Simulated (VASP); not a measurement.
Write the native input for VASP 6.6.1 that does the following.

* Task: electric field gradients
* Functional: PBE
* Potentials or basis: VASP PAW PBE potentials, release 64 (Si, N)
* Cutoff: 520 eV
* k mesh: 4 × 4 × 9
* Occupations: fermi-dirac, width 0.02 eV
* Spin: no spin polarisation
* Dipole correction: no
* Further INCAR settings: ALGO = Normal; EDIFF = 1e-08; NBANDS = 45

The structure of Si3N4 lies in POSCAR:

```
Si3N4
1.0
    7.6374000000      0.0000000000      0.0000000000
   -3.8187000000      6.6141824189      0.0000000000
    0.0000000000      0.0000000000      2.9220000000
Si N
6 8
Direct
    0.1921000000      0.7662000000      0.2500000000
    0.4259000000      0.1921000000      0.7500000000
    0.2338000000      0.4259000000      0.2500000000
    0.8079000000      0.2338000000      0.7500000000
    0.5741000000      0.8079000000      0.2500000000
    0.7662000000      0.5741000000      0.7500000000
    0.3333333333      0.6666666667      0.2500000000
    0.6666666667      0.3333333333      0.7500000000
    0.3395000000      0.0354000000      0.2500000000
    0.3041000000      0.3395000000      0.7500000000
    0.9646000000      0.3041000000      0.2500000000
    0.6605000000      0.9646000000      0.7500000000
    0.6959000000      0.6605000000      0.2500000000
    0.0354000000      0.6959000000      0.7500000000
```

One way to write it, as run:

INCAR

```
PREC = Accurate
ENCUT = 520
EDIFF = 1E-8
ISMEAR = -1
SIGMA = 0.02
LREAL = False
LASPH = True
NELM = 80
ALGO = Normal
ISIF = 2
LWAVE = False
LCHARG = False
GGA = PE
LEFG = True
NBANDS = 45
```

KPOINTS

```
regular mesh
0
Gamma
  4 4 9
```

Potentials or basis: VASP PAW PBE potentials, release 64 (Si, N).

The run is started by

```sh
$ cat potpaw_PBE.64/Si/POTCAR potpaw_PBE.64/N/POTCAR > POTCAR
$ mpirun -np 1 vasp_std > vasp.out
```

It gave:

The pressure is 7.6 GPa and the largest force is 7.415 eV/Å. The band gap on the k mesh is 3.84 eV (least direct gap 4.33 eV) and the largest electric field gradient by atom is Si -42.3; N -24.5, -57.3 (each value once) V/Å².

Caveat: the cell stands under pressure; without QUAD_EFG the Cq values of the log hold for a quadrupole moment of 1 mb, not for the nuclei; an odd mesh through Γ misses points on the zone boundary, where band edges can lie; forces of over 1 eV/Å act on the atoms, so gaps and moduli don't describe the material at rest.

It took 5.3 min on 1 thread of Intel Xeon 8259CL, on a shared host, peak memory 0.32 GiB.
